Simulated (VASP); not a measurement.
# PbF2 (Ni2In type) (P6_3/mmc) in VASP: notebook

PbF2 (Ni2In type) is run at these levels: r2SCAN; tasks: single point.

Program: VASP 6.6.1. These are calculated values, not measurements. Logs are shortened: lines on timing, memory, paths and dates and some standing lists are left out, and cuts for length are marked.

## 1. The cell of the first run

Symmetry: P6_3/mmc, No. 194, hexagonal system. Conventional cell: a = 4.139 Å, b = 4.139 Å, c = 5.457 Å, α = 90.00°, β = 90.00°, γ = 120.00°. Pb (site symmetry -6m2) has 11 F at 2.39 to 2.75 Å within 3.2 Å. Within 3.6 Å of F (site symmetry -3m) lie 8 F at 2.73 to 2.75 Å and 6 Pb at 2.75 Å. F (site symmetry -6m2) has 5 Pb at 2.39 to 2.73 Å and 6 F at 2.75 Å within 3.2 Å.

## 2. Single point, r2SCAN

Contents of POSCAR:

```
PbF2
1.0
    4.1386007294      0.0000000000      0.0000000000
   -2.0693003647      3.5841333678      0.0000000000
    0.0000000000      0.0000000000      5.4571843126
Pb F
2 4
Direct
    0.3333333333      0.6666666667      0.2500000000
    0.6666666667      0.3333333333      0.7500000000
    0.0000000000      0.0000000000      0.0000000000
    0.0000000000      0.0000000000      0.5000000000
    0.3333333333      0.6666666667      0.7500000000
    0.6666666667      0.3333333333      0.2500000000
```

Contents of INCAR.step1:

```
SYSTEM = PbF2
PREC = Accurate ; ENCUT = 520
ISMEAR = 0 ; SIGMA = 0.01
LREAL = .False. ; LASPH = .True.
NELM = 100 ; NBANDS = 37
GGA = PE ; ALGO = Normal
EDIFF = 1E-4 ; LWAVE = .True.
LCHARG = .False.
```

Contents of INCAR.step2:

```
SYSTEM = PbF2
PREC = Accurate ; ENCUT = 520
EDIFF = 1E-6 ; ISMEAR = 0
SIGMA = 0.01 ; LREAL = .False.
LASPH = .True. ; NELM = 100
ALGO = Normal ; ISIF = 2
LWAVE = .False. ; LCHARG = .False.
METAGGA = R2SCAN ; LMIXTAU = .True.
NBANDS = 37 ; ISTART = 1
```

Contents of KPOINTS:

```
Automatic mesh
0
Gamma
  9 9 6
  0 0 0
```

Potentials or basis: VASP PAW PBE potentials, release 64 (Pb_d, F).

On the command line:

```
cat potpaw_PBE.64/Pb_d/POTCAR potpaw_PBE.64/F/POTCAR > POTCAR
cp INCAR.step1 INCAR
mpirun -np 1 vasp_std > vasp.out
cp INCAR.step2 INCAR
mpirun -np 1 vasp_std > vasp.out
```

OUTCAR:

```text
SYSTEM = PbF2
   PREC = Accurate
   ENCUT = 520
   EDIFF = 1E-6
   ISMEAR = 0
   LREAL = .False.
   LASPH = .True.
   NELM = 100
   ISIF = 2
   METAGGA = R2SCAN
   ISTART = 1

 ion  position               nearest neighbor table
   1  0.333  0.667  0.250-   6 2.39   6 2.39   6 2.39   5 2.73   5 2.73   3 2.75   4 2.75   4 2.75
                             3 2.75   4 2.75   3 2.75   2 3.63   2 3.63   2 3.63   2 3.63   2 3.63
   2  0.667  0.333  0.750-   5 2.39   5 2.39   5 2.39   6 2.73   6 2.73   3 2.75   4 2.75   3 2.75
                             4 2.75   3 2.75   4 2.75   1 3.63   1 3.63   1 3.63   1 3.63   1 3.63
   3  0.000  0.000  0.000-   1 2.75   2 2.75   2 2.75   1 2.75   2 2.75   1 2.75
   4  0.000  0.000  0.500-   1 2.75   2 2.75   2 2.75   1 2.75   2 2.75   1 2.75
   5  0.333  0.667  0.750-   2 2.39   2 2.39   2 2.39   1 2.73   1 2.73
   6  0.667  0.333  0.250-   1 2.39   1 2.39   1 2.39   2 2.73   2 2.73

  LATTYP: Found a hexagonal cell.
 ALAT       =     4.1386007294
 C/A-ratio  =     1.3186061351

  Lattice vectors:

 A1 = (   4.1386007294,   0.0000000000,   0.0000000000)
 A2 = (  -2.0693003647,   3.5841333678,   0.0000000000)
 A3 = (   0.0000000000,   0.0000000000,   5.4571843126)

Analysis of symmetry for initial positions (statically):
=====================================================================
 Subroutine PRICEL returns:
 Original cell was already a primitive cell.

 Routine SETGRP: Setting up the symmetry group for a
 hexagonal supercell.

 Subroutine GETGRP returns: Found 24 space group operations
 (whereof 12 operations were pure point group operations)
 out of a pool of 24 trial point group operations.

The static configuration has the point symmetry D_3d.
 The point group associated with its full space group is D_6h.

Analysis of symmetry for dynamics (positions and initial velocities):
=====================================================================
 Subroutine PRICEL returns:
 Original cell was already a primitive cell.

 Routine SETGRP: Setting up the symmetry group for a
 hexagonal supercell.

 Subroutine GETGRP returns: Found 24 space group operations
 (whereof 12 operations were pure point group operations)
 out of a pool of 24 trial point group operations.

The dynamic configuration has the point symmetry D_3d.
 The point group associated with its full space group is D_6h.

 Subroutine INISYM returns: Found 24 space group operations
 (whereof 12 operations are pure point group operations),
 and found     1 'primitive' translations

----------------------------------------------------------------------------------------

                                     Primitive cell

  volume of cell :      80.9480

  direct lattice vectors                    reciprocal lattice vectors
     4.138600729  0.000000000  0.000000000     0.241627561  0.139503737  0.000000000
    -2.069300365  3.584133368  0.000000000     0.000000000  0.279007475  0.000000000
     0.000000000  0.000000000  5.457184313     0.000000000  0.000000000  0.183244681

  length of vectors
     4.138600729  4.138600729  5.457184313     0.279007475  0.279007475  0.183244681

  position of ions in fractional coordinates (direct lattice)
     0.333333333  0.666666667  0.250000000
     0.666666667  0.333333333  0.750000000
     0.000000000  0.000000000  0.000000000
     0.000000000  0.000000000  0.500000000
     0.333333333  0.666666667  0.750000000
     0.666666667  0.333333333  0.250000000

  ion indices of the primitive-cell ions
   primitive index   ion index
                 1           1
                 2           2
                 3           3
                 4           4
                 5           5
                 6           6

----------------------------------------------------------------------------------------

 KPOINTS: Automatic mesh

Automatic generation of k-mesh.
 Grid dimensions read from file:
 generate k-points for:    9    9    6

 Generating k-lattice:

  Cartesian coordinates                     Fractional coordinates (reciprocal lattice)
     0.026847507  0.015500415  0.000000000     0.111111111  0.000000000  0.000000000
     0.000000000  0.031000831  0.000000000     0.000000000  0.111111111  0.000000000
     0.000000000  0.000000000  0.030540780     0.000000000  0.000000000  0.166666667

  Length of vectors
     0.031000831  0.031000831  0.030540780

  Shift w.r.t. Gamma in fractional coordinates (k-lattice)
     0.000000000  0.000000000  0.000000000

 Subroutine IBZKPT returns following result:
 ===========================================

 Found     48 irreducible k-points:

 Following reciprocal coordinates:
            Coordinates               Weight
  0.000000  0.000000  0.000000      1.000000
  0.111111  0.000000  0.000000      6.000000
  0.222222  0.000000  0.000000      6.000000
  0.333333  0.000000  0.000000      6.000000
  0.444444  0.000000  0.000000      6.000000
  0.111111  0.111111  0.000000      6.000000
[... 16 lines left out ...]
  0.333333  0.222222  0.166667     24.000000
  0.333333  0.333333  0.166667      4.000000
 [... further k-points ...]
   k-points           NKPTS =     48   k-points in BZ     NKDIM =     48   number of bands    NBANDS=     37
   number of dos      NEDOS =    301   number of ions     NIONS =      6
   total plane-waves  NPLWV =  43008
   dimension x,y,z NGX =    32 NGY =   32 NGZ =   42
   dimension x,y,z NGXF=    64 NGYF=   64 NGZF=   84
   ions per type =               2   4
   NGX,Y,Z   is equivalent  to a cutoff of  12.85, 12.85, 12.79 a.u.
   NGXF,Y,Z  is equivalent  to a cutoff of  25.71, 25.71, 25.59 a.u.
 SYSTEM =  PbF2
   PREC   = accura    normal or accurate (medium, high low for compatibility)
   ISTART =      1    job   : 0-new  1-cont  2-samecut
   ICHARG =      0    charge: 1-file 2-atom 10-const
   ISPIN  =      1    spin polarized calculation?
   LNONCOLLINEAR =      F non collinear calculations
   LSORBIT =      F    spin-orbit coupling
   LASPH  =      T    aspherical Exc in radial PAW
   ENCUT  =  520.0 eV  38.22 Ry    6.18 a.u.   7.70  7.70 10.15*2*pi/ulx,y,z
   NELM   =    100;   NELMIN=  2; NELMDL=  0     # of ELM steps
   EDIFF  = 0.1E-05   stopping-criterion for ELM
   LREAL  =      F    real-space projection
   EDIFFG = 0.1E-04   stopping-criterion for IOM
   NSW    =      0    number of steps for IOM
   IBRION =     -1    ionic relax: 0-MD 1-quasi-New 2-CG
   NFREE  =      0    steps in history (QN), initial steepest desc. (CG)
   ISIF   =      2    stress and relaxation
   ISYM   =      2    0-nonsym 1-usesym 2-fastsym
   POTIM  = 0.5000    time-step for ionic-motion
   TEBEG  =    0.0;   TEEND  =   0.0 temperature during run
   PSTRESS=    0.0 pullay stress
   NELECT =      56.0000    total number of electrons
   NUPDOWN=      -1.0000    fix difference up-down
   EMIN   =  10.00;   EMAX   =-10.00  energy-range for DOS
   EFERMI =   0.00;   METHOD = LEGACY
   ISMEAR =     0;   SIGMA  =   0.01  broadening in eV -4-tet -1-fermi 0-gaus
   EFERMI_NEDOS =   21; number of points for ismear=-14 and -15
   IALGO  =     38    algorithm
   IMIX   =      4    mixing-type and parameters
     AMIX     =   0.40;   BMIX     =  1.00
     AMIX_MAG =   1.60;   BMIX_MAG =  1.00
  volume/ion in A,a.u.               =      13.49        91.04
  Fermi-wavevector in a.u.,A,eV,Ry     =   1.447889  2.736114 28.523034  2.096384
  Thomas-Fermi vector in A             =   2.565793
   LORBIT       =      0    0 simple, 1 ext, 2 COOP (PROOUT), +10 PAW based schemes
   METAGGA = R2SCAN    functional components
   LHFCALC =     F    Hartree Fock is set to
   AEXX    =    0.0000 exact exchange contribution
   IVDW    =     0    specifies the selected vdW correction
   LEPSILON=     F    determine dielectric tensor
   LRPA    =     F    only Hartree local field effects (RPA)
 non-spin polarized calculation
 Gauss-broadening in eV      SIGMA  =   0.01
  energy-cutoff  :      520.00
  volume of cell :       80.95
 maximum number of plane-waves:      2216
 NGX is ok and might be reduce to    32
   NGX = 15   NGY = 15   NGZ = 21

 number of electron      55.9999989 magnetization

 Free energy of the ion-electron system (eV)
  ---------------------------------------------------
  ext. energy  EPLUGINS =         0.00000000
  ---------------------------------------------------
  free energy    TOTEN  =      -139.45324504 eV

  energy without entropy =     -139.45324504  energy(sigma->0) =     -139.45324504

 E-fermi :   4.2125     XC(G=0): -11.6658

 val. band max:        4.0906656991   @ k =   0.4444   0.0000   0.1667
 cond. band min:       8.7668100114   @ k =   0.4444   0.0000   0.5000
 fundamental gap:      4.6761443123
 Fermi energy:         4.2124568114

 k-point     1 :       0.0000    0.0000    0.0000
  band No.  band energies     occupation
      1     -19.3704      2.00000
      2     -19.1541      2.00000
      3     -17.5789      2.00000
      4     -17.4179      2.00000
      5     -11.1173      2.00000
      6     -11.1173      2.00000
[... 29 lines left out ...]
     36      17.8106      0.00000
     37      19.4069      0.00000

 k-point     2 :       0.1111    0.0000    0.0000
  band No.  band energies     occupation
      1     -19.3497      2.00000
      2     -19.1513      2.00000
      3     -17.5961      2.00000
      4     -17.4182      2.00000
      5     -11.1246      2.00000
      6     -11.1206      2.00000
[... 29 lines left out ...]
     36      18.5602      0.00000
     37      19.5577      0.00000

 k-point     3 :       0.2222    0.0000    0.0000
  band No.  band energies     occupation
      1     -19.2964      2.00000
      2     -19.1452      2.00000
      3     -17.6387      2.00000
      4     -17.4189      2.00000
      5     -11.1412      2.00000
      6     -11.1201      2.00000
[... 29 lines left out ...]
     36      19.2921      0.00000
     37      19.8875      0.00000
[... 761 lines left out ...]
 k-point    23 :       0.3333    0.2222    0.1667
  band No.  band energies     occupation
      1     -19.1642      2.00000
      2     -19.1431      2.00000
      3     -17.7012      2.00000
      4     -17.4418      2.00000
      5     -11.1336      2.00000
      6     -11.1069      2.00000
[... 29 lines left out ...]
     36      19.3312      0.00000
     37      20.8105      0.00000

 k-point    24 :       0.3333    0.3333    0.1667
  band No.  band energies     occupation
      1     -19.1485      2.00000
      2     -19.1485      2.00000
      3     -17.7058      2.00000
      4     -17.4418      2.00000
      5     -11.1129      2.00000
      6     -11.1129      2.00000
[... 29 lines left out ...]
     36      19.7126      0.00000
     37      21.1393      0.00000

 [... further k-points ...]

------------------------ aborting loop because EDIFF is reached ----------------------------------------

  FORCE on cell =-STRESS in cart. coord.  units (eV):
  Direction    XX          YY          ZZ          XY          YZ          ZX
  --------------------------------------------------------------------------------------
  -------------------------------------------------------------------------------------
  Total        4.6405969      4.6405969      4.4236721      0.0000000      0.0000000     -0.0000000
  in kB       91.8497777     91.8497777     87.5562586      0.0000000      0.0000000     -0.0000000
  external PRESSURE =      90.4186047 kB  Pullay stress =       0.0000000 kB

 VOLUME and BASIS-vectors are now :
 -----------------------------------------------------------------------------
  energy-cutoff  :      520.00
  volume of cell :       80.95
      direct lattice vectors                 reciprocal lattice vectors
     4.138600729  0.000000000  0.000000000     0.241627561  0.139503737  0.000000000
    -2.069300365  3.584133368  0.000000000     0.000000000  0.279007475  0.000000000
     0.000000000  0.000000000  5.457184313     0.000000000  0.000000000  0.183244681

 POSITION                                       TOTAL-FORCE (eV/Angst)
 -----------------------------------------------------------------------------------
     -0.00000      2.38942      1.36430         0.000000     -0.000000      0.000000
      2.06930      1.19471      4.09289        -0.000000      0.000000      0.000000
      0.00000      0.00000      0.00000         0.000000     -0.000000      0.000000
      0.00000      0.00000      2.72859         0.000000     -0.000000      0.000000
     -0.00000      2.38942      4.09289        -0.000000      0.000000      0.000000
      2.06930      1.19471      1.36430         0.000000     -0.000000      0.000000
 -----------------------------------------------------------------------------------
    total drift:                                0.000000     -0.000000      0.000000

  FREE ENERGIE OF THE ION-ELECTRON SYSTEM (eV)
  ---------------------------------------------------
  free  energy   TOTEN  =      -139.4532450429 eV

  energy  without entropy=     -139.4532450429  energy(sigma->0) =     -139.45324504
```

Wall time 3.5 min (1 thread of Intel Xeon 6975P-C (Granite Rapids), shared host); peak memory 0.28 GiB.

What came out:

```yaml
Free_energy: -139.4532 eV
Pressure: 9.0 GPa
Band_gap_on_the_k_mesh: 4.68 eV (least direct gap 4.89 eV)
```

Levels at points of the mesh, in eV from the valence-band top:
```
           k point  band 26  band 27  band 28  band 29  band 30  band 31
(0.00, 0.00, 0.00)    -2.00    -0.93    -0.91     5.02     6.91     6.91
(0.00, 0.00, 0.50)    -2.23    -0.81    -0.81     5.92     5.92     7.84
```

Caveat: the cell stands under pressure; the PAW data sets were made with another functional, which shifts forces and pressure a little; spin-orbit coupling is left out, which moves the levels of the heavy elements; an odd mesh through Γ misses points on the zone boundary, where band edges can lie.

## 3. Single point, r2SCAN

This run uses another cell than the first one, of 12.17 Å³/atom.

Changes to POSCAR since step 2:

```diff
@@ -2,5 +2,5 @@
 1.0
-    4.1386007294      0.0000000000      0.0000000000
-   -2.0693003647      3.5841333678      0.0000000000
-    0.0000000000      0.0000000000      5.4571843126
+    4.0426313403      0.0000000000      0.0000000000
+   -2.0213156702      3.5010214388      0.0000000000
+    0.0000000000      0.0000000000      5.1597976911
 Pb F
```

Contents of INCAR.step1:

```
SYSTEM = PbF2
PREC = Accurate ; ENCUT = 520
ISMEAR = 0 ; SIGMA = 0.01
LREAL = .FALSE. ; LASPH = .TRUE.
NELM = 100 ; NBANDS = 37
GGA = PE ; ALGO = Normal
EDIFF = 1E-4 ; LWAVE = .TRUE.
LCHARG = .FALSE.
```

Contents of INCAR.step2:

```
SYSTEM = PbF2
PREC = Accurate ; ENCUT = 520
EDIFF = 1E-7 ; ISMEAR = 0
SIGMA = 0.01 ; LREAL = .FALSE.
LASPH = .TRUE. ; NELM = 100
ALGO = Normal ; ISIF = 2
LWAVE = .FALSE. ; LCHARG = .FALSE.
METAGGA = R2SCAN ; LMIXTAU = .TRUE.
NBANDS = 37 ; ISTART = 1
```

Contents of KPOINTS:

```
Automatic mesh
0
G
  9 9 6
  0 0 0
```

Potentials or basis: VASP PAW PBE potentials, release 64 (Pb_d, F).

On the command line:

```
cat potpaw_PBE.64/Pb_d/POTCAR potpaw_PBE.64/F/POTCAR > POTCAR
cp INCAR.step1 INCAR
mpirun -np 1 vasp_std > vasp.out
cp INCAR.step2 INCAR
mpirun -np 1 vasp_std > vasp.out
```

It took 5.5 min on 1 thread of Intel Xeon 6975P-C (Granite Rapids), shared host; peak memory 0.26 GiB.

It converged, with:

```yaml
Free_energy: -138.6296 eV
Pressure: 25.2 GPa
Band_gap_on_the_k_mesh: 4.67 eV (least direct gap 4.86 eV)
```

Stress tensor (GPa, compression positive):
```
25.38  0.00  0.00
 0.00 25.38  0.00
 0.00  0.00 24.89
```

Levels at points of the mesh, in eV from the valence-band top:
```csv
k point,band 26,band 27,band 28,band 29,band 30,band 31
"(0.00, 0.00, 0.00)",-2.62,-1.27,-1.04,5.36,6.85,6.85
"(0.00, 0.00, 0.50)",-2.92,-0.97,-0.97,6.26,6.26,7.90
```

Caveat: the cell stands under pressure; the PAW data sets were made with another functional, which shifts forces and pressure a little; spin-orbit coupling is left out, which moves the levels of the heavy elements; an odd mesh through Γ misses points on the zone boundary, where band edges can lie.
